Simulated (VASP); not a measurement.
Input of a VASP 6.6.1 run:

Contents of INCAR:

```
PREC = Accurate
ENCUT = 440
EDIFF = 1E-8
ISMEAR = 0
SIGMA = 0.01
LREAL = False
LASPH = True
NELM = 120
ALGO = Normal
ISIF = 2
LWAVE = False
LCHARG = False
METAGGA = R2SCAN
LMIXTAU = True
LCALCEPS = True
GGA_COMPAT = False
```

File KPOINTS:

```
Automatic mesh
0
Gamma
  6 6 6
```

POSCAR

```
TlBr
1.0
    3.9451847160      0.0000000000      0.0000000000
    0.0000000000      3.9451847160      0.0000000000
    0.0000000000      0.0000000000      3.9451847160
Tl Br
1 1
Direct
    0.0000000000      0.0000000000      0.0000000000
    0.5000000000      0.5000000000      0.5000000000
```

Potentials or basis: VASP PAW PBE potentials, release 64 (Tl_d, Br).

Launch:

```console
$ cat potpaw_PBE.64/Tl_d/POTCAR potpaw_PBE.64/Br/POTCAR > POTCAR
$ mpirun -np 1 vasp_std > vasp.out
```

(1) What does it give for the electronic dielectric tensor (diagonal)?

(2) What does it give for the Born charges (mean of the diagonal)?

(3) What does it give for the band gap on the k mesh?

## Answers

(1) 5.64.

(2) Tl +2.08; Br -2.08 e.

(3) 2.23 eV.

Caveat: spin-orbit coupling is left out, which moves the levels of the heavy elements.
